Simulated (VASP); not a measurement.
Set up this calculation in VASP 6.6.1, as the native input.

```
Task                   : single point
Functional             : r2SCAN
Potentials or basis    : VASP PAW PBE potentials, release 64 (Ta_pv, Si)
Cutoff                 : 520 eV
k mesh                 : 10 × 10 × 10
Occupations            : gaussian, width 0.1 eV
Spin                   : no spin polarisation
Dipole correction      : no
Further INCAR settings : ALGO = Normal; EDIFF = 1e-06; NBANDS = 35
```

Ta2Si:

```xyz
6
Lattice="-2.9583 2.9583 2.4147 2.9583 -2.9583 2.4147 2.9583 2.9583 -2.4147" Properties=species:S:1:pos:R:3 pbc="T T T"
Ta    1.9994    0.9589    2.4147
Ta   -0.9589    1.9994    2.4147
Ta    0.9589    1.9994    0.0000
Ta    3.9172    0.9589    0.0000
Si    0.0000    0.0000    1.2074
Si    0.0000    0.0000    3.6221
```

The input as run:

POSCAR

```
Ta2Si
1.0
   -2.9582931268      2.9582931268      2.4147444071
    2.9582931268     -2.9582931268      2.4147444071
    2.9582931268      2.9582931268     -2.4147444071
Ta Si
4 2
Direct
    0.6620648025      0.8379351975      0.5000000000
    0.8379351975      0.3379351975      0.1758703951
    0.3379351975      0.1620648025      0.5000000000
    0.1620648025      0.6620648025      0.8241296049
    0.2500000000      0.2500000000      0.0000000000
    0.7500000000      0.7500000000      0.0000000000
```

INCAR.step1

```
SYSTEM = Ta2Si
PREC = Accurate
ENCUT = 520
ISMEAR = 0
SIGMA = 0.1
LREAL = .False.
LASPH = .True.
NELM = 60
NBANDS = 35
GGA = PE
ALGO = Normal
EDIFF = 1E-4
LWAVE = .True.
LCHARG = .False.
```

INCAR.step2

```
SYSTEM = Ta2Si
PREC = Accurate
ENCUT = 520
EDIFF = 1E-6
ISMEAR = 0
SIGMA = 0.1
LREAL = .False.
LASPH = .True.
NELM = 60
ALGO = Normal
ISIF = 2
LWAVE = .False.
LCHARG = .False.
METAGGA = R2SCAN
LMIXTAU = .True.
NBANDS = 35
ISTART = 1
```

KPOINTS

```
regular mesh
0
Gamma
  10 10 10
  0 0 0
```

Potentials or basis: VASP PAW PBE potentials, release 64 (Ta_pv, Si).

The run is started by

```console
$ cat potpaw_PBE.64/Ta_pv/POTCAR potpaw_PBE.64/Si/POTCAR > POTCAR
$ cp INCAR.step1 INCAR
$ mpirun -np 1 vasp_std > vasp.out
$ cp INCAR.step2 INCAR
$ mpirun -np 1 vasp_std > vasp.out
```

Results of the run:

```json
{
  "Pressure": "38.4 GPa",
  "Largest force": "0.011 eV/Å",
  "Band gap on the k mesh": "zero (bands 26 and 27 overlap by 1.00 eV)"
}
```

Caveat: the cell stands under pressure; the PAW data sets were made with another functional, which shifts forces and pressure a little; spin-orbit coupling is left out, which moves the levels of the heavy elements.

Run time: 6.9 min on 1 thread of Intel(R) Xeon(R) 6975P-C (Granite Rapids), with other jobs on the host, peak memory 0.38 GiB.
